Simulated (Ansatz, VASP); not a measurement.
**One calculation of Ni, two programs**

```
Ni
1.0
     0.00000    1.71246    1.71246
     1.71246    0.00000    1.71246
     1.71246    1.71246    0.00000
Ni
1
Direct
  0.00000 0.00000 0.00000
```

Alike in both runs: task single point; functional LDA; k mesh 16 × 16 × 16; occupations fermi-dirac, width 0.05 eV; non-collinear spin, spin-orbit coupling.

|  | VASP | Ansatz |
| --- | --- | --- |
| version | VASP 6.6.1 | Ansatz 0.2.0 |
| potentials or method | VASP PAW LDA potentials, release 64 (Ni), cutoff 520 eV | plane waves (420 eV) with PAW, fully relativistic with spin-orbit coupling |
| valence electrons in the cell | 10 | 18 |

```csv
,VASP,Ansatz,Ansatz less VASP
net moment per atom (μB),0.57,0.57,+0.006
```

Ansatz warns that its potentials were made for another functional, while VASP's fit it. LDA's correlation is that of Perdew and Zunger in VASP and of Perdew and Wang (1992) in Ansatz. VASP's potentials hold 10 valence electrons a cell and Ansatz's 18, so a difference there can come from the potentials and not from the codes.
